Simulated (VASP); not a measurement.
SiNi2, 6 atoms in the cell. Symmetry: P6_3mc, No. 186, hexagonal system. Conventional cell: a = 3.868 Å, b = 3.868 Å, c = 4.917 Å, α = 90.00°, β = 90.00°, γ = 120.00°. Within 3.0 Å of Si (site symmetry 3m) lie 11 Ni at 2.23 to 2.57 Å. Within 3.2 Å of Ni (site symmetry 3m) lie 8 Ni at 2.46 to 2.55 Å and 6 Si at 2.53 to 2.57 Å. Within 3.0 Å of Ni (site symmetry 3m) lie 5 Si at 2.23 to 2.51 Å and 6 Ni at 2.55 Å.  This cell differs from its parent crystal: all Ni atoms moved -0.050 Å, as atom 3 towards its neighbour atom 4 (Ni) at 2.458 Å.

```yaml
Program: VASP 6.6.1
Task: single point
Functional: PBEsol
Potentials_or_basis: VASP PAW PBE potentials, release 64 (Si, Ni)
Cutoff: 520 eV
k_mesh: 12 × 12 × 10
Occupations: gaussian, width 0.15 eV
Spin: no spin polarisation
Dipole_correction: no
Further_INCAR_settings: ALGO = Fast; EDIFF = 1e-06; NBANDS = 33
```

Potentials or basis: VASP PAW PBE potentials, release 64 (Si, Ni).

The run is started by

```console
$ cat potpaw_PBE.64/Si/POTCAR potpaw_PBE.64/Ni/POTCAR > POTCAR
$ mpirun -np 1 vasp_std > vasp.out
```

Hardware: 1 thread of Intel(R) Xeon(R) 6975P-C (Granite Rapids), on a shared host.

Problem. How long does it take, and how much memory?

Solution. It took 3 min on 1 thread of Intel(R) Xeon(R) 6975P-C (Granite Rapids), on a shared host, peak memory 0.31 GiB. Counts: scf iterations 17, k points 114.
